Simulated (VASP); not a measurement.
BAs:

```xyz
2
Lattice="0.0000 2.3885 2.3885 2.3885 0.0000 2.3885 2.3885 2.3885 0.0000" Properties=species:S:1:pos:R:3 pbc="T T T"
As    3.5827    3.5827    3.5827
B     0.0000    0.0000    0.0000
```

```yaml
Program: VASP 6.6.1
Task: relaxation of cell and atoms
Functional: RPBE
Potentials_or_basis: VASP PAW PBE potentials, release 64 (As, B)
Cutoff: 600 eV
k_mesh: 10 × 10 × 10
Occupations: fermi-dirac, width 0.05 eV
Spin: no spin polarisation
```

At the start: pressure 6.0 GPa; volume 13.63 Å³/atom.

Question: Where does the relaxation end?

Answer: Over 3 steps the energy falls by 10.9 meV/atom and the volume is 14.23 Å³/atom (+4.5 %); space group F-43m (No. 216, to 0.05 Å).

The path:
```csv
step,energy change (eV),largest force (eV/Å),pressure (GPa),volume (Å³)
1,0.0000,0.0000,5.99,27.25
2,-0.0126,0.0000,-3.44,29.31
3,-0.0219,0.0000,0.00,28.47
```

Final structure:
```
CELL_PARAMETERS angstrom
0.00000 2.42353 2.42353
2.42353 0.00000 2.42353
2.42353 2.42353 0.00000
ATOMIC_POSITIONS crystal
As 0.75000 0.75000 0.75000
B 0.00000 0.00000 0.00000
```

Caveat: the PAW data sets were made with another functional, which shifts forces and pressure a little.
